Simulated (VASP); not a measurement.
The system is Si3F2.

```xyz
5
Lattice="1.6085 0.9287 7.4563 -1.6085 0.9287 7.4563 0.0000 -1.8574 7.4563" Properties=species:S:1:pos:R:3 pbc="T T T"
Si    0.0000    0.0000    0.0000
Si    0.0000    0.0000    4.6863
Si    0.0000    0.0000   17.6826
F     0.0000    0.0000    8.9476
F     0.0000    0.0000   13.4213
```

```yaml
Program: VASP 6.6.1
Task: relaxation of cell and atoms
Functional: PBE
Potentials_or_basis: VASP PAW PBE potentials, release 64 (Si, F)
Cutoff: 600 eV
k_mesh: 6 × 6 × 6
Occupations: gaussian, width 0.1 eV
Spin: no spin polarisation
```

At the start: pressure 16.6 GPa; volume 13.37 Å³/atom.

Question: How do energy, volume and symmetry change on relaxing?

Answer: Over 36 steps the energy falls by 766.7 meV/atom and the volume is 18.79 Å³/atom (+40.5 %); space group R-3m (No. 166, to 0.1 Å) before and after.

The path:
```tsv
step	energy change (eV)	largest force (eV/Å)	pressure (GPa)	volume (Å³)
1	0.0000	2.8456	16.64	66.83
2	-1.2135	1.6416	-3.32	81.14
3	-1.2438	1.5440	-5.55	84.28
4	-1.7938	1.2894	-3.53	81.41
5	-2.0817	0.4189	3.53	77.68
6	-2.0916	0.4250	1.74	78.38
7	-2.0922	0.4192	2.11	78.23
8	-2.1558	0.6085	1.22	80.63
9	-2.3787	1.0767	-0.73	88.10
10	-2.6451	1.4265	-3.30	104.38
11	-2.7079	1.4457	-4.91	112.43
12	-2.6953	1.4500	-4.00	108.39
13	-2.7073	1.4472	-4.07	108.85
14	-2.7398	1.4318	-4.34	110.23
15	-2.7909	1.4035	-4.82	113.02
16	-2.8603	1.2499	-5.92	118.75
17	-2.9288	1.1940	-5.55	118.23
18	-3.1116	1.0390	-4.44	116.64
19	-3.3864	0.7362	-2.27	113.47
20	-3.6320	0.5709	1.82	107.11
21	-3.6395	0.5831	2.49	106.03
22	-3.7050	0.4369	0.60	107.28
23	-3.7287	0.2908	-1.47	108.72
24	-3.7288	0.3017	-1.31	108.60
25	-3.7429	0.2950	-1.07	107.64
26	-3.7737	0.2688	-0.41	104.78
27	-3.7915	0.3050	0.84	99.09
28	-3.8016	0.2567	-0.53	98.82
29	-3.8016	0.2611	-0.45	98.83
30	-3.8104	0.2338	-0.25	97.95
31	-3.8254	0.1517	0.34	95.34
32	-3.8266	0.1217	0.56	94.41
33	-3.8285	0.1768	-0.78	94.91
34	-3.8301	0.1444	-0.25	94.70
35	-3.8332	0.0576	-0.04	94.22
36	-3.8334	0.0217	0.12	93.93
```

Final structure:
```
Si F
1.0
     1.87147    1.08049    7.74170
    -1.87147    1.08049    7.74170
     0.00000   -2.16098    7.74170
Si F
3 2
Cartesian
  0.0000 0.0000 0.0000
  0.0000 0.0000 4.1618
  0.0000 0.0000 19.0633
  0.0000 0.0000 8.5003
  0.0000 0.0000 14.7248
```

Caveat: the k points lie up to 0.33 Å⁻¹ apart in the final cell; the volume moved by over 15 % at a fixed basis, so the end points are rough.
